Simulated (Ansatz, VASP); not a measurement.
**MgI2 in VASP and in Ansatz**

INCAR

```
SYSTEM = MgI2
PREC = Accurate
ENCUT = 520
EDIFF = 1E-7
ISMEAR = -1
SIGMA = 0.03
LREAL = .False.
LASPH = .True.
NELM = 100
ALGO = Normal
ISIF = 2
LWAVE = .False.
LCHARG = .False.
GGA = PS
NBANDS = 15
```

KPOINTS

```
regular mesh
0
Gamma
  7 7 4
  0 0 0
```

POSCAR

```
MgI2
1.0
    4.1537001214      0.0000000000      0.0000000000
   -2.0768500607      3.5972098248      0.0000000000
    0.0000000000      0.0000000000      6.9992400000
Mg I
1 2
Direct
    0.0000000000      0.0000000000      0.0000000000
    0.3333333333      0.6666666667      0.7576300000
    0.6666666667      0.3333333333      0.2423700000
```

Input for Ansatz:

```yaml
crystal:
  lattice:
    - [4.1537001214, 0.0, 0.0]
    - [-2.0768500607, 3.5972098248, 0.0]
    - [0.0, 0.0, 6.99924]
  atoms:
    - { symbol: Mg, position: [0.0, 0.0, 0.0] }
    - { symbol: I, position: [0.3333333333, 0.6666666667, 0.75763] }
    - { symbol: I, position: [0.6666666667, 0.3333333333, 0.24237] }
kpoints:
  mp_grid: { grid: [7, 7, 4] }
  band_path:
    path:
      - [0.0, 0.0, 0.0]
      - [0.5, 0.0, 0.0]
      - [0.3333333333, 0.3333333333, 0.0]
      - [0.0, 0.0, 0.0]
      - [0.0, 0.0, 0.5]
      - [0.5, 0.0, 0.5]
      - [0.3333333333, 0.3333333333, 0.5]
      - [0.0, 0.0, 0.5]
      - [0.5, 0.0, 0.5]
    npoints: 5
scf:
  occupations: { method: fermi_dirac, width: 0.03 }
hamiltonian:
  xc: pbesol
  pseudopotentials: { kind: all_electron, lapw: { basis_error: 0.001 } }
output:
  forces: true
  stress: true
  eigenvalues: true
```

Change from the starting cell: zz strain of +2 %.

Alike in both runs: task single point; functional PBEsol; k mesh 7 × 7 × 4; occupations fermi-dirac, width 0.03 eV; no spin polarisation.

|  | VASP | Ansatz |
| --- | --- | --- |
| version | VASP 6.6.1 | Ansatz 0.2.0 |
| potentials or method | VASP PAW PBE potentials, release 64 (Mg, I), cutoff 520 eV | all-electron LAPW, scalar-relativistic |

|  | VASP | Ansatz | Ansatz less VASP |
| --- | --- | --- | --- |
| gap on the k mesh at the Fermi level (eV) | 3.50 | 3.52 | +0.013 |
| pressure (GPa) | -0.8 | -0.7 | +0.02 |
| traceless stress, the component that is largest in VASP (GPa) | -0.10 | -0.10 | -0.005 |
| rms of the force components (eV/Å) | 0.086 | 0.085 | -0.0017 |

VASP's potentials were made for PBE, not for PBEsol. Atom by atom the forces differ by 0.002 eV/Å (rms over components). Ansatz ran all-electron here, and VASP with PAW potentials.

Spin-orbit coupling is off throughout.
